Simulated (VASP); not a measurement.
Write the native input for VASP 6.6.1 that does the following.

```yaml
Task: single point
Functional: PBE
Potentials_or_basis: VASP PAW PBE potentials, release 64 (Rh_pv)
Cutoff: 500 eV
k_mesh: 10 × 10 × 10
Occupations: gaussian, width 0.05 eV
Spin: no spin polarisation
Dipole_correction: no
Further_INCAR_settings: ALGO = Normal; EDIFF = 1e-06; NBANDS = 14
```

The structure of Rh lies in POSCAR:

```
Rh
1.0
   -1.5539301309      1.5539301309      1.5539301309
    1.5539301309     -1.5539301309      1.5539301309
    1.5539301309      1.5539301309     -1.5539301309
Rh
1
Direct
    0.0000000000      0.0000000000      0.0000000000
```

The input as run:

INCAR

```
PREC     = Accurate       # precision mode
ENCUT    = 500            # plane-wave cutoff, eV
EDIFF    = 1E-6           # SCF threshold, eV
ISMEAR   = 0              # smearing method
SIGMA    = 0.05           # smearing width, eV
LREAL    = False          # projectors in reciprocal space
LASPH    = True           # aspherical terms in the spheres
NELM     = 120            # most SCF steps
ALGO     = Normal         # electronic algorithm
ISIF     = 2              # what is computed and relaxed
LWAVE    = False          # write WAVECAR
LCHARG   = False          # write CHGCAR
GGA      = PE             # functional
NBANDS   = 14             # bands
GGA_COMPAT= False
```

KPOINTS

```
regular mesh
0
Gamma
  10 10 10
```

Potentials or basis: VASP PAW PBE potentials, release 64 (Rh_pv).

Run with:

```bash
$ cat potpaw_PBE.64/Rh_pv/POTCAR > POTCAR
$ mpirun -np 1 vasp_std > vasp.out
```

It gave:

```yaml
Pressure: -7.7 GPa
```

Run time: 6.9 s on 1 thread of Intel Xeon 6975P-C, with other jobs on the host, peak memory 0.13 GiB.
